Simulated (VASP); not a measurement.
Input of a VASP 6.6.1 run:

The input INCAR:

```
SYSTEM = FeS2
  PREC = Accurate
  ENCUT = 600
  EDIFF = 1E-6
  ISMEAR = 0
  SIGMA = 0.02
  LREAL = .FALSE.
  LASPH = .TRUE.
  NELM = 120
  ALGO = Normal
  ISIF = 2
  LWAVE = .FALSE.
  LCHARG = .FALSE.
  GGA = PE
  IVDW = 12
  NBANDS = 29
  GGA_COMPAT = .FALSE.
```

Contents of KPOINTS:

```
Automatic mesh
0
G
  6 6 8
  0 0 0
```

The input POSCAR:

```
FeS2
1.0
    4.3889319241      0.0000000000      0.0000000000
    0.0000000000      5.3573160167      0.0000000000
    0.0000000000      0.0000000000      3.3548223572
Fe S
2 4
Direct
    0.5000000000      0.5000000000      0.5000000000
    0.0000000000      0.0000000000      0.0000000000
    0.2945875343      0.8752374283      0.5000000000
    0.7054124657      0.1247625717      0.5000000000
    0.2054124657      0.3752374283      0.0000000000
    0.7945875343      0.6247625717      0.0000000000
```

Potentials or basis: VASP PAW PBE potentials, release 64 (Fe, S).

The run is started by

```console
$ cat potpaw_PBE.64/Fe/POTCAR potpaw_PBE.64/S/POTCAR > POTCAR
$ mpirun -np 1 vasp_std > vasp.out
```

(1) Predict the largest force.

(2) Predict the band gap on the k mesh.

(3) What does it give for the pressure?

## Answers

(1) 0.072 eV/Å.

(2) 0.96 eV, indirect (least direct gap 1.28 eV).

(3) 0.1 GPa.
